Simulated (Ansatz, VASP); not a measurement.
**One calculation of CoSi2, two programs**

```xyz
3
Lattice="0.0000 2.6799 2.6799 2.6799 0.0000 2.6799 2.6799 2.6799 0.0000" Properties=species:S:1:pos:R:3 pbc="T T T"
Co    0.0000    0.0000    0.0000
Si    1.3400    1.3400    1.3400
Si    4.0199    4.0199    4.0199
```

Alike in both runs: functional PBE; k mesh 14 × 14 × 14; occupations gaussian, width 0.1 eV; no spin polarisation.

Ansatz relaxed the structure, and its values are those at the end. VASP's run is a single point on that final structure, the one shown.

|  | VASP | Ansatz |
| --- | --- | --- |
| version | VASP 6.6.1 | Ansatz 0.2.0 |
| potentials or method | VASP PAW PBE potentials, release 64 (Co, Si), cutoff 520 eV | scalar-relativistic, plane waves, PAW |
| valence electrons in the cell | 17 | 25 |

|  | VASP | Ansatz | Ansatz less VASP |
| --- | --- | --- | --- |
| gap on the k mesh at the Fermi level (eV) | none | none | - |
| pressure (GPa) | -0.1 | 0.0 | +0.14 |

A gap of «none» marks a metal or a gap that the smearing closes. The functional is the same, so the differences come from potentials, cutoffs and numerics. VASP's potentials hold 17 valence electrons a cell and Ansatz's 25, so a difference there can come from the potentials and not from the codes.
